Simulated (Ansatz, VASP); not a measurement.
# AlN: VASP beside Ansatz

```
Al N
1.0
     0.00000    1.97800    2.03734
     1.97800    0.00000    2.03734
     1.97800    1.97800    0.00000
Al N
1 1
Cartesian
  0.0000 0.0000 0.0000
  1.9780 1.9780 2.0373
```

Change from the starting cell: zz strain of +3 %, PAW files.

Alike in both runs: task electric field gradients; functional LDA; k mesh 10 × 10 × 10; occupations fermi-dirac, width 0.02 eV; no spin polarisation.

```csv
,VASP,Ansatz
version,VASP 6.6.1,Ansatz 0.2.0
potentials or method,"VASP PAW LDA potentials, release 64 (Al, N)","PAW with Ansatz's default frozen-core files, scalar-relativistic"
plane-wave cutoff (eV),520,420
valence electrons in the cell,8,8
```

|  | VASP | Ansatz | Ansatz less VASP |
| --- | --- | --- | --- |
| gap on the k mesh at the Fermi level (eV) | 4.59 | 4.60 | +0.014 |
| pressure (GPa) | 4.5 | 3.8 | -0.70 |
| traceless stress, the component that is largest in VASP (GPa) | -6.41 | -6.22 | +0.188 |
| size of Vzz on the site where it differs most (V/Å²) | 11.6 | 11.0 | -0.68 |

LDA's correlation is that of Perdew and Zunger in VASP and of Perdew and Wang (1992) in Ansatz.
